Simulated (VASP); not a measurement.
Crystal: N.

```
CELL_PARAMETERS angstrom
5.56052 0.00000 0.00000
0.00000 5.56052 0.00000
0.00000 0.00000 5.56052
ATOMIC_POSITIONS crystal
N 0.05740 0.44260 0.55740
N 0.44260 0.55740 0.05740
N 0.55740 0.05740 0.44260
N 0.94260 0.94260 0.94260
N 0.94260 0.55740 0.44260
N 0.55740 0.44260 0.94260
N 0.44260 0.94260 0.55740
N 0.05740 0.05740 0.05740
```

Base run:

- Program: VASP 6.6.1
- Functional: PBE
- Potentials or basis: VASP PAW PBE potentials, release 64 (N)
- Cutoff: 520 eV
- k mesh: 5 × 5 × 5
- Occupations: fermi-dirac, width 0.05 eV
- Spin: no spin polarisation

Its results: band gap on the k mesh 7.24 eV (least direct gap 7.27 eV); pressure 2.0 GPa; largest force 1.053 eV/Å.

**Question.** The run is repeated on the same cell with these changes: functional from PBE to r2SCAN. What comes out?

**Answer.** Band gap on the k mesh 7.91 eV (least direct gap 7.94 eV); pressure 0.1 GPa; largest force 0.151 eV/Å.

Caveats: the standard files for N, O and F lose accuracy on very short bonds; an odd mesh through Γ misses points on the zone boundary, where band edges can lie; this functional lacks dispersion, which holds the molecules together, so the pressure and a relaxed volume are unreliable (at least some runs); forces of over 1 eV/Å act on the atoms, so gaps and moduli don't describe the material at rest (at least some runs); the PAW data sets were made with another functional, which shifts forces and pressure a little (at least some runs).
